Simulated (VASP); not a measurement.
# BaTiO3 (Barioperovskite) (Amm2) in VASP: further runs

The runs below take BaTiO3 (Barioperovskite) through single point, with r2SCAN.

Program: VASP 6.6.1. These are calculated values, not measurements. Logs are shortened: lines on timing, memory, paths and dates and some standing lists are left out, and cuts for length are marked.

### Step 1. The cell of the first run

The structure is orthorhombic, space group Amm2 (No. 38). The conventional cell has a = 3.967 Å, b = 5.789 Å, c = 5.841 Å, α = 90.00°, β = 90.00°, γ = 90.00°. Within 3.7 Å of Ba (site symmetry mm2) lie 12 O at 2.78 to 3.06 Å and 8 Ti at 3.45 to 3.61 Å. Ti (site symmetry mm2) has 6 O at 1.84 to 2.28 Å within 2.4 Å. O (site symmetry mm2) has 2 Ti at 2.00 Å within 2.6 Å. O (site symmetry m) has 2 Ti at 1.84 to 2.28 Å within 2.4 Å.

### Step 2. Single point, r2SCAN (volume scaled by 1.03, then relaxed in part)

File POSCAR:

```
BaTiO3
1.0
    3.9669482848      0.0000000000      0.0000000000
    0.0000000000      2.8945594541      2.9202988743
    0.0000000000     -2.8945594541      2.9202988743
Ba Ti O
1 1 3
Direct
    0.0000000000      0.0114242273      0.0114242273
    0.5000000000      0.5286835800      0.5286835800
    0.0000000000      0.4878365830      0.4878365830
    0.5000000000      0.4942025531      0.9747330566
    0.5000000000      0.9747330566      0.4942025531
```

File INCAR.step1:

```
  PREC = Accurate
  ENCUT = 520
  ISMEAR = 0
  SIGMA = 0.02
  LREAL = F
  LASPH = T
  NELM = 100
  NBANDS = 28
  GGA = PE
  ALGO = Normal
  EDIFF = 1E-4
  LWAVE = T
  LCHARG = F
```

File INCAR.step2:

```
  PREC = Accurate
  ENCUT = 520
  EDIFF = 1E-6
  ISMEAR = 0
  SIGMA = 0.02
  LREAL = F
  LASPH = T
  NELM = 100
  ALGO = Normal
  ISIF = 2
  LWAVE = F
  LCHARG = T
  METAGGA = R2SCAN
  LMIXTAU = T
  LELF = T
  LVHAR = T
  NBANDS = 28
  ISTART = 1
```

File KPOINTS:

```
Automatic mesh
0
Gamma
  8 8 8
```

Potentials or basis: VASP PAW PBE potentials, release 64 (Ba_sv, Ti_sv, O).

Command:

```console
$ cat potpaw_PBE.64/Ba_sv/POTCAR potpaw_PBE.64/Ti_sv/POTCAR potpaw_PBE.64/O/POTCAR > POTCAR
$ cp INCAR.step1 INCAR
$ mpirun -np 1 vasp_std > vasp.out
$ cp INCAR.step2 INCAR
$ mpirun -np 1 vasp_std > vasp.out
```

OUTCAR:

```text
PREC = Accurate
   ENCUT = 520
   EDIFF = 1E-6
   ISMEAR = 0
   LREAL = F
   LASPH = T
   NELM = 100
   ISIF = 2
   METAGGA = R2SCAN
   ISTART = 1

 ion  position               nearest neighbor table
   1  0.000  0.011  0.011-   3 2.78   4 2.81   5 2.81   4 2.81   5 2.81   3 2.90   3 2.90   5 2.91
                             4 2.91   5 2.91   4 2.91   3 3.06   2 3.45   2 3.45   2 3.51   2 3.51
   2  0.500  0.529  0.529-   4 1.84   5 1.84   3 2.00   3 2.00   5 2.28   4 2.28   1 3.45   1 3.45
                             1 3.51   1 3.51   1 3.51   1 3.51   1 3.61   1 3.61
   3  0.000  0.488  0.488-   2 2.00   2 2.00   1 2.78   1 2.90   1 2.90   1 3.06
   4  0.500  0.494  0.975-   2 1.84   2 2.28   1 2.81   1 2.81   1 2.91   1 2.91
   5  0.500  0.975  0.494-   2 1.84   2 2.28   1 2.81   1 2.81   1 2.91   1 2.91

  LATTYP: Found a base centered orthorhombic cell.
 ALAT       =     5.7891189082
 B/A-ratio  =     1.0088923446
 C/A-ratio  =     0.6852421496

  Lattice vectors:

 A1 = (   0.0000000000,   2.8945594541,  -2.9202988743)
 A2 = (   0.0000000000,   2.8945594541,   2.9202988743)
 A3 = (   3.9669482848,   0.0000000000,   0.0000000000)

Analysis of symmetry for initial positions (statically):
=====================================================================
 Subroutine PRICEL returns:
 Original cell was already a primitive cell.

 Routine SETGRP: Setting up the symmetry group for a
 base centered orthorhombic supercell.

 Subroutine GETGRP returns: Found  4 space group operations
 (whereof  4 operations were pure point group operations)
 out of a pool of  8 trial point group operations.

The static configuration has the point symmetry C_2v.

Analysis of symmetry for dynamics (positions and initial velocities):
=====================================================================
 Subroutine PRICEL returns:
 Original cell was already a primitive cell.

 Routine SETGRP: Setting up the symmetry group for a
 base centered orthorhombic supercell.

 Subroutine GETGRP returns: Found  4 space group operations
 (whereof  4 operations were pure point group operations)
 out of a pool of  8 trial point group operations.

The dynamic configuration has the point symmetry C_2v.

 Subroutine INISYM returns: Found  4 space group operations
 (whereof  4 operations are pure point group operations),
 and found     1 'primitive' translations

----------------------------------------------------------------------------------------

                                     Primitive cell

  volume of cell :      67.0651

  direct lattice vectors                    reciprocal lattice vectors
     3.966948285  0.000000000  0.000000000     0.252082943  0.000000000  0.000000000
     0.000000000  2.894559454  2.920298874     0.000000000  0.172737858  0.171215352
     0.000000000 -2.894559454  2.920298874     0.000000000 -0.172737858  0.171215352

  length of vectors
     3.966948285  4.111766038  4.111766038     0.252082943  0.243214030  0.243214030

  position of ions in fractional coordinates (direct lattice)
     0.000000000  0.011424227  0.011424227
     0.500000000  0.528683580  0.528683580
     0.000000000  0.487836583  0.487836583
     0.500000000  0.494202553  0.974733057
     0.500000000  0.974733057  0.494202553

  ion indices of the primitive-cell ions
   primitive index   ion index
                 1           1
                 2           2
                 3           3
                 4           4
                 5           5

----------------------------------------------------------------------------------------

 KPOINTS: Automatic mesh

Automatic generation of k-mesh.
 Grid dimensions read from file:
 generate k-points for:    8    8    8

 Generating k-lattice:

  Cartesian coordinates                     Fractional coordinates (reciprocal lattice)
     0.031510368  0.000000000  0.000000000     0.125000000  0.000000000  0.000000000
     0.000000000  0.021592232  0.021401919     0.000000000  0.125000000  0.000000000
     0.000000000 -0.021592232  0.021401919     0.000000000  0.000000000  0.125000000

  Length of vectors
     0.031510368  0.030401754  0.030401754

  Shift w.r.t. Gamma in fractional coordinates (k-lattice)
     0.000000000  0.000000000  0.000000000

 Subroutine IBZKPT returns following result:
 ===========================================

 Found    105 irreducible k-points:

 Following reciprocal coordinates:
            Coordinates               Weight
  0.000000  0.000000  0.000000      1.000000
  0.125000  0.000000  0.000000      2.000000
  0.250000  0.000000  0.000000      2.000000
  0.375000  0.000000  0.000000      2.000000
  0.500000  0.000000  0.000000      1.000000
  0.000000  0.125000 -0.000000      4.000000
[... 16 lines left out ...]
  0.250000  0.500000 -0.000000      4.000000
  0.375000  0.500000 -0.000000      4.000000
 [... further k-points ...]
   k-points           NKPTS =    105   k-points in BZ     NKDIM =    105   number of bands    NBANDS=     28
   number of dos      NEDOS =    301   number of ions     NIONS =      5
   total plane-waves  NPLWV =  30720
   dimension x,y,z NGX =    30 NGY =   32 NGZ =   32
   dimension x,y,z NGXF=    60 NGYF=   64 NGZF=   64
   ions per type =               1   1   3
   NGX,Y,Z   is equivalent  to a cutoff of  12.57, 12.94, 12.94 a.u.
   NGXF,Y,Z  is equivalent  to a cutoff of  25.14, 25.88, 25.88 a.u.
 SYSTEM =  unknown system
   PREC   = accura    normal or accurate (medium, high low for compatibility)
   ISTART =      1    job   : 0-new  1-cont  2-samecut
   ICHARG =      0    charge: 1-file 2-atom 10-const
   ISPIN  =      1    spin polarized calculation?
   LNONCOLLINEAR =      F non collinear calculations
   LSORBIT =      F    spin-orbit coupling
   LASPH  =      T    aspherical Exc in radial PAW
   ENCUT  =  520.0 eV  38.22 Ry    6.18 a.u.   7.38  7.65  7.65*2*pi/ulx,y,z
   NELM   =    100;   NELMIN=  2; NELMDL=  0     # of ELM steps
   EDIFF  = 0.1E-05   stopping-criterion for ELM
   LREAL  =      F    real-space projection
   EDIFFG = 0.1E-04   stopping-criterion for IOM
   NSW    =      0    number of steps for IOM
   IBRION =     -1    ionic relax: 0-MD 1-quasi-New 2-CG
   NFREE  =      0    steps in history (QN), initial steepest desc. (CG)
   ISIF   =      2    stress and relaxation
   ISYM   =      2    0-nonsym 1-usesym 2-fastsym
   POTIM  = 0.5000    time-step for ionic-motion
   TEBEG  =    0.0;   TEEND  =   0.0 temperature during run
   PSTRESS=    0.0 pullay stress
   NELECT =      40.0000    total number of electrons
   NUPDOWN=      -1.0000    fix difference up-down
   EMIN   =  10.00;   EMAX   =-10.00  energy-range for DOS
   EFERMI =   0.00;   METHOD = LEGACY
   ISMEAR =     0;   SIGMA  =   0.02  broadening in eV -4-tet -1-fermi 0-gaus
   EFERMI_NEDOS =   21; number of points for ismear=-14 and -15
   IALGO  =     38    algorithm
   IMIX   =      4    mixing-type and parameters
     AMIX     =   0.40;   BMIX     =  1.00
     AMIX_MAG =   1.60;   BMIX_MAG =  1.00
  volume/ion in A,a.u.               =      13.41        90.52
  Fermi-wavevector in a.u.,A,eV,Ry     =   1.378043  2.604123 25.837492  1.899002
  Thomas-Fermi vector in A             =   2.503141
   LORBIT       =      0    0 simple, 1 ext, 2 COOP (PROOUT), +10 PAW based schemes
   METAGGA = R2SCAN    functional components
   LHFCALC =     F    Hartree Fock is set to
   AEXX    =    0.0000 exact exchange contribution
   IVDW    =     0    specifies the selected vdW correction
   LEPSILON=     F    determine dielectric tensor
   LRPA    =     F    only Hartree local field effects (RPA)
 non-spin polarized calculation
 Gauss-broadening in eV      SIGMA  =   0.02
  energy-cutoff  :      520.00
  volume of cell :       67.07
 maximum number of plane-waves:      1825
 NGX is ok and might be reduce to    30
   NGX = 15   NGY = 15   NGZ = 15

 number of electron      39.9999990 magnetization

 Free energy of the ion-electron system (eV)
  ---------------------------------------------------
  ext. energy  EPLUGINS =         0.00000000
  ---------------------------------------------------
  free energy    TOTEN  =       -74.26148758 eV

  energy without entropy =      -74.26148758  energy(sigma->0) =      -74.26148758

 E-fermi :   3.2650     XC(G=0): -11.6327

 val. band max:        3.1858022409   @ k =   0.5000   0.5000   0.5000
 cond. band min:       5.9768312654   @ k =   0.0000   0.0000   0.0000
 fundamental gap:      2.7910290245
 Fermi energy:         3.2650458230

 k-point     1 :       0.0000    0.0000    0.0000
  band No.  band energies     occupation
      1     -55.3798      2.00000
      2     -30.6186      2.00000
      3     -30.6169      2.00000
      4     -30.5180      2.00000
      5     -22.4723      2.00000
      6     -14.5669      2.00000
[... 20 lines left out ...]
     27       8.9086      0.00000
     28      10.8725      0.00000

 k-point     2 :       0.1250    0.0000    0.0000
  band No.  band energies     occupation
      1     -55.3796      2.00000
      2     -30.6183      2.00000
      3     -30.6166      2.00000
      4     -30.5272      2.00000
      5     -22.4552      2.00000
      6     -14.5668      2.00000
[... 20 lines left out ...]
     27       9.1966      0.00000
     28      11.2562      0.00000

 k-point     3 :       0.2500    0.0000    0.0000
  band No.  band energies     occupation
      1     -55.3792      2.00000
      2     -30.6175      2.00000
      3     -30.6158      2.00000
      4     -30.5493      2.00000
      5     -22.4136      2.00000
      6     -14.6087      2.00000
[... 20 lines left out ...]
     27       9.8887      0.00000
     28      11.9367      0.00000

 k-point     4 :       0.3750    0.0000    0.0000
  band No.  band energies     occupation
      1     -55.3787      2.00000
      2     -30.6167      2.00000
      3     -30.6149      2.00000
      4     -30.5714      2.00000
      5     -22.3711      2.00000
      6     -14.6905      2.00000
[... 578 lines left out ...]
     27      11.3504      0.00000
     28      12.1145      0.00000

 k-point    23 :       0.2500    0.5000   -0.0000
  band No.  band energies     occupation
      1     -55.3785      2.00000
      2     -30.6575      2.00000
      3     -30.6152      2.00000
      4     -30.5475      2.00000
      5     -22.3392      2.00000
      6     -14.4911      2.00000
[... 20 lines left out ...]
     27      11.9790      0.00000
     28      12.2774      0.00000

 k-point    24 :       0.3750    0.5000   -0.0000
  band No.  band energies     occupation
      1     -55.3780      2.00000
      2     -30.6563      2.00000
      3     -30.6144      2.00000
      4     -30.5691      2.00000
      5     -22.3097      2.00000
      6     -14.3215      2.00000
[... 20 lines left out ...]
     27      11.6401      0.00000
     28      13.0163      0.00000

 [... further k-points ...]
[... 5 lines left out ...]
  --------------------------------------------------------------------------------------
  -------------------------------------------------------------------------------------
  Total       -0.5120915     -0.4309694     -0.4990446      0.0000000      0.0000000      0.0000000
  in kB      -12.2338128    -10.2958135    -11.9221232      0.0000000      0.0000000      0.0000000
  external PRESSURE =     -11.4839165 kB  Pullay stress =       0.0000000 kB

 VOLUME and BASIS-vectors are now :
 -----------------------------------------------------------------------------
  energy-cutoff  :      520.00
  volume of cell :       67.07
      direct lattice vectors                 reciprocal lattice vectors
     3.966948285  0.000000000  0.000000000     0.252082943  0.000000000  0.000000000
     0.000000000  2.894559454  2.920298874     0.000000000  0.172737858  0.171215352
     0.000000000 -2.894559454  2.920298874     0.000000000 -0.172737858  0.171215352

 POSITION                                       TOTAL-FORCE (eV/Angst)
 -----------------------------------------------------------------------------------
      0.00000      0.00000      0.06672         0.000000      0.000000     -0.035379
      1.98347      0.00000      3.08783         0.000000      0.000000     -0.200581
      0.00000      0.00000      2.84926         0.000000      0.000000      0.020104
      1.98347     -1.39092      4.28973         0.000000     -0.094012      0.107928
      1.98347      1.39092      4.28973         0.000000      0.094012      0.107928
 -----------------------------------------------------------------------------------
    total drift:                                0.000000      0.000000     -0.003126

  FREE ENERGIE OF THE ION-ELECTRON SYSTEM (eV)
  ---------------------------------------------------
  free  energy   TOTEN  =       -74.2614875830 eV

  energy  without entropy=      -74.2614875830  energy(sigma->0) =      -74.26148758
```

Run time: 5.5 min. Hardware: 1 thread of AMD EPYC 9R45 (Zen 5), shared host; peak memory 0.29 GiB.

Results:

```yaml
Free_energy: -74.2615 eV
Pressure: -1.1 GPa
Largest_force: 0.201 eV/Å
Band_gap_on_the_k_mesh: 2.79 eV, indirect (least direct gap 3.38 eV)
```

Forces on the atoms (eV/Å):
```
Ba   0.000  0.000 -0.035
Ti   0.000  0.000 -0.201
O    0.000  0.000  0.020
O    0.000 -0.094  0.108
O    0.000  0.094  0.108
```

Stress tensor (GPa, compression positive):
```
-1.22  0.00  0.00
 0.00 -1.03  0.00
 0.00  0.00 -1.19
```

Caveat: the PAW data sets were made with another functional, which shifts forces and pressure a little; spin-orbit coupling is left out, which moves the levels of the heavy elements. A k mesh can miss the band edges.

[end of part 1 of 2]
